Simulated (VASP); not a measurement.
# Tb4WO: relaxation of cell and atoms with PBE

Crystal: Tb4WO.

```xyz
6
Lattice="3.4720 0.0000 0.0000 0.0000 3.4720 0.0000 0.0000 0.0000 10.1271" Properties=species:S:1:pos:R:3 pbc="T T T"
Tb    1.7360    1.7360    2.4642
Tb    0.0000    0.0000    7.5354
Tb    1.7360    1.7360    9.2993
Tb    0.0000    0.0000    0.7648
W     1.7360    1.7360    6.5494
O     0.0000    0.0000    3.7683
```

The cell was generated, and may not be a known phase.

- Program: VASP 6.6.1
- Task: relaxation of cell and atoms
- Functional: PBE
- Potentials or basis: VASP PAW PBE potentials, release 64 (Tb_3, W_sv, O), 4f in core
- Cutoff: 600 eV
- k mesh: 5 × 5 × 2
- Occupations: gaussian, width 0.2 eV
- Spin: no spin polarisation
- Dipole correction: no
- Further INCAR settings: ALGO = Normal; EDIFF = 1e-07; IBRION = 2; EDIFFG = -0.08; NSW = 36; ISIF = 3

```yaml
Relaxed_volume: 24.70 Å³/atom
Relaxed_cell: a = 3.645 Å, b = 3.645 Å, c = 11.158 Å, α = 90.00°, β = 90.00°, γ = 90.00°
Space_group_after_relaxing_to_0.1_Å: P4mm (No. 99)
Energy_gained_by_relaxing: 1221.8 meV/atom
Ionic_steps: 18
Pressure_after_relaxing: 0.0 GPa
Largest_force_after_relaxing: 0.053 eV/Å
Band_gap_on_the_k_mesh: zero (bands 28 and 29 overlap by 0.30 eV)
```

Forces on the atoms (eV/Å):
```
Tb   0.000  0.000 -0.024
Tb   0.000  0.000  0.003
Tb   0.000  0.000 -0.053
Tb   0.000  0.000  0.031
W    0.000  0.000  0.038
O    0.000  0.000  0.005
```

Stress tensor (GPa, compression positive):
```
-0.05  0.00  0.00
 0.00 -0.05  0.00
 0.00  0.00  0.15
```

The path:
```
step  energy change (eV)  largest force (eV/Å)  pressure (GPa)  volume (Å³)
   1              0.0000                6.9993           19.94       122.08
   2             -3.5059                2.7069           -6.16       172.48
   3             -3.5722                3.2003           -4.07       164.34
   4             -4.8662                2.4602           -3.35       158.30
   5             -6.6138                1.5674            1.87       144.08
   6             -6.6429                2.1030            3.86       141.09
   7             -6.7714                2.4729           -0.53       153.50
   8             -6.9119                1.2772            0.49       148.33
   9             -7.1128                0.7624           -0.96       150.20
  10             -7.1722                0.8750           -2.16       151.98
  11             -7.2479                0.3330            1.04       145.15
  12             -7.2500                0.3801            0.57       146.06
  13             -7.2839                0.2823            0.41       146.69
  14             -7.3214                0.2686            0.17       148.26
  15             -7.3280                0.1019           -0.47       149.30
  16             -7.3281                0.1030           -0.44       149.25
  17             -7.3295                0.1088            0.32       147.55
  18             -7.3307                0.0532            0.01       148.23
```

Final structure:
```yaml
crystal:
  lattice:
    - [3.64476, 0.00000, 0.00000]
    - [0.00000, 3.64476, 0.00000]
    - [0.00000, 0.00000, 11.15808]
  atoms:
    - { symbol: Tb, position: [0.50000, 0.50000, 0.35742] }
    - { symbol: Tb, position: [0.00000, 0.00000, 0.70043] }
    - { symbol: Tb, position: [0.50000, 0.50000, 0.90035] }
    - { symbol: Tb, position: [0.00000, 0.00000, 0.11818] }
    - { symbol: W, position: [0.50000, 0.50000, 0.60956] }
    - { symbol: O, position: [0.00000, 0.00000, 0.31406] }
```

Levels at points of the mesh, in eV from the Fermi level:
```tsv
k point	band 24	band 25	band 26	band 27	band 28	band 29	band 30	band 31	band 32	band 33
(0.00, 0.00, 0.00)	-2.43	-1.19	-0.76	-0.46	-0.46	-0.19	0.37	0.37	1.21	1.92
(0.00, 0.00, 0.50)	-2.16	-1.11	-0.85	-0.53	-0.46	0.01	0.39	0.39	1.05	1.75
```

Wall time 19 min on 1 thread of AMD EPYC 7R43 64-Core Processor (Zen 3), on a shared host, peak memory 0.25 GiB.

Caveat: the k points lie up to 0.34 Å⁻¹ apart in the final cell; the volume moved by over 15 % at a fixed basis, so the end points are rough; spin-orbit coupling is left out, which moves the levels of the heavy elements; the 4f electrons are frozen in the core, so they carry no moment and show no levels; the run has no spin polarisation, though such a crystal can be magnetic; the relaxation stopped at a loose force limit of 0.08 eV/Å, so its end isn't a converged minimum. Spin polarisation is off, so any magnetic state and its effect on volume and gap are missing.
